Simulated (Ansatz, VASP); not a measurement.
**One calculation of FeO, two programs**

INCAR

```
PREC = Accurate
ENCUT = 520
EDIFF = 1E-6
ISMEAR = 0
SIGMA = 0.05
LREAL = F
LASPH = T
NELM = 150
ALGO = Normal
ISIF = 2
LWAVE = F
LCHARG = F
ISPIN = 2
MAGMOM = 4 4 0 0
LORBIT = 11
LMAXMIX = 4
LDAU = T
LDAUTYPE = 2
LDAUL = 2 -1
LDAUU = 4 0
LDAUJ = 0 0
LDAUPRINT = 1
GGA = PE
NBANDS = 26
```

The input KPOINTS:

```
regular mesh
0
Gamma
  5 5 3
```

POSCAR

```
FeO
1.0
    0.0000000000      2.2025485819     -2.2025485819
    0.0000000000      2.2025485819      2.2025485819
    4.4050971638      0.0000000000      0.0000000000
Fe O
2 2
Direct
    0.0000000000      0.0000000000      0.0000000000
    0.5000000000      0.5000000000      0.5000000000
    0.0000000000      1.0000000000      0.5000000000
    0.5000000000      1.5000000000      1.0000000000
```

Input for Ansatz:

```yaml
crystal:
  lattice:
    - [0.0, 2.2025485819, -2.2025485819]
    - [0.0, 2.2025485819, 2.2025485819]
    - [4.4050971638, 0.0, 0.0]
  atoms:
    - { symbol: Fe, position: [0.0, 0.0, 0.0], spin: 4.0 }
    - { symbol: O, position: [0.0, 1.0, 0.5] }
    - { symbol: Fe, position: [0.5, 0.5, 0.5], spin: 4.0 }
    - { symbol: O, position: [0.5, 1.5, 1.0] }
basis:
  ecutwfc: 420
  ecutrho_ratio: 4
kpoints:
  mp_grid: { grid: [5, 5, 3] }
hamiltonian:
  xc: pbe
  hubbard: { sites: [{ species: Fe, l: d, u_eff: 4.0 }] }
scf:
  occupations: { method: gaussian, width: 0.05 }
output:
  forces: true
  stress: true
  eigenvalues: true
  populations: true
  hubbard: { sites: [{ species: Fe, l: d }] }
magnetization:
  spin_polarized: true
```

Alike in both runs: task single point; functional PBE; k mesh 5 × 5 × 3; occupations gaussian, width 0.05 eV; collinear spin; Hubbard terms Fe d U = 4.0 eV.

```csv
,VASP,Ansatz
version,VASP 6.6.1,Ansatz 0.2.0
potentials or method,"VASP PAW PBE potentials, release 64 (Fe, O), cutoff 520 eV","scalar-relativistic, plane waves, PAW"
valence electrons in the cell,28,44
```

Ansatz gave:

| Item | Value |
| --- | --- |
| pressure (GPa) | 0.1 |
| net moment per atom (μB) | 2.00 |
| size of the moment on the site where the two differ most (μB) | 3.52 |

Task: Estimate VASP's values.

Result: Pressure (GPa): -10.2; net moment per atom (μB): 2.01; size of the moment on the site where the two differ most (μB): 3.82.

Site moments also hang on the region over which each program counts them. The programs project onto different local orbitals, so the same U acts differently, and such runs can settle in different states. VASP's potentials hold 28 valence electrons a cell and Ansatz's 44, so a difference there can come from the potentials and not from the codes. Ansatz's warnings: stability check not made.

The k mesh is coarse, so the values compare programs but aren't converged.
